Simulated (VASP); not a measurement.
Input of a VASP 6.6.1 run:

Contents of INCAR:

```
PREC = Accurate
ENCUT = 520
EDIFF = 1E-7
ISMEAR = -1
SIGMA = 0.08
LREAL = False
LASPH = True
NELM = 60
ALGO = Normal
ISIF = 2
LWAVE = False
LCHARG = False
GGA = PE
NBANDS = 15
```

File KPOINTS:

```
Automatic mesh
0
Gamma
  13 13 13
```

File POSCAR:

```
Os
1.0
    0.0000000000      2.7780849445      2.7780849445
    2.7780849445      0.0000000000      2.7780849445
    2.7780849445      2.7780849445      0.0000000000
Os
2
Direct
   -0.1250000000     -0.1250000000     -0.1250000000
    0.1250000000      0.1250000000      0.1250000000
```

Potentials or basis: VASP PAW PBE potentials, release 64 (Os).

The run is started by

```bash
$ cat potpaw_PBE.64/Os/POTCAR > POTCAR
$ mpirun -np 1 vasp_std > vasp.out
```

(1) Predict the band gap on the k mesh.

(2) What does it give for the pressure?

Results:

(1) zero (bands 8 and 9 overlap by 1.19 eV).

(2) -1.1 GPa.

Caveat: spin-orbit coupling is left out, which moves the levels of the heavy elements.
